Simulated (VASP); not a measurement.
Set up this calculation in VASP 6.6.1, as the native input.

* Task: single point
* Functional: r2SCAN
* Potentials or basis: VASP PAW PBE potentials, release 64 (B_h, N_h)
* Cutoff: 1460 eV
* k mesh: 12 × 12 × 12
* Occupations: gaussian, width 0.01 eV
* Spin: no spin polarisation
* Dipole correction: no
* Further INCAR settings: ALGO = Normal; EDIFF = 1e-06; NBANDS = 11

The system is BN.

```xyz
2
Lattice="0.0000 1.8048 1.7687 1.8048 0.0000 1.7687 1.8048 1.8048 0.0000" Properties=species:S:1:pos:R:3 pbc="T T T"
B     0.0000    0.0000    0.0000
N     0.9024    0.9024    0.8844
```

This cell differs from its parent crystal: uniaxial z strain -2.0%.

One way to write it, as run:

POSCAR

```
BN
1.0
    0.0000000000      1.8048254650      1.7687289557
    1.8048254650      0.0000000000      1.7687289557
    1.8048254650      1.8048254650      0.0000000000
B N
1 1
Direct
    0.0000000000      0.0000000000      0.0000000000
    0.2500000000      0.2500000000      0.2500000000
```

INCAR.step1

```
SYSTEM = BN
ALGO = Normal ; EDIFF = 1E-5
ENCUT = 1460 ; GGA = PE
GGA_COMPAT = .FALSE. ; ISMEAR = 0
LASPH = .TRUE. ; LCHARG = .FALSE.
LREAL = .FALSE. ; LWAVE = .TRUE.
NBANDS = 11 ; NELM = 120
PREC = Accurate ; SIGMA = 0.01
```

INCAR.step2

```
SYSTEM = BN
ALGO = Normal ; EDIFF = 1E-6
ENCUT = 1460 ; GGA_COMPAT = .FALSE.
ISIF = 2 ; ISMEAR = 0
ISTART = 1 ; LASPH = .TRUE.
LCHARG = .FALSE. ; LMIXTAU = .TRUE.
LREAL = .FALSE. ; LWAVE = .FALSE.
METAGGA = R2SCAN ; NBANDS = 11
NELM = 120 ; PREC = Accurate
SIGMA = 0.01
```

KPOINTS

```
k-points
0
G
  12 12 12
  0 0 0
```

Potentials or basis: VASP PAW PBE potentials, release 64 (B_h, N_h).

Command:

```console
$ cat potpaw_PBE.64/B_h/POTCAR potpaw_PBE.64/N_h/POTCAR > POTCAR
$ cp INCAR.step1 INCAR
$ mpirun -np 1 vasp_std > vasp.out
$ cp INCAR.step2 INCAR
$ mpirun -np 1 vasp_std > vasp.out
```

It gave:

* Pressure: 7.7 GPa
* Band gap on the k mesh: 4.65 eV (least direct gap 9.45 eV)

Caveat: the cell differs from its parent crystal (uniaxial z strain -2.0%); the stress differs along the axes, from 3 to 16 GPa; the PAW data sets were made with another functional, which shifts forces and pressure a little.

It took 2.3 min on 1 thread of Intel(R) Xeon(R) Platinum 8375C CPU @ 2.90GHz (Ice Lake), with other jobs on the host, peak memory 0.24 GiB.
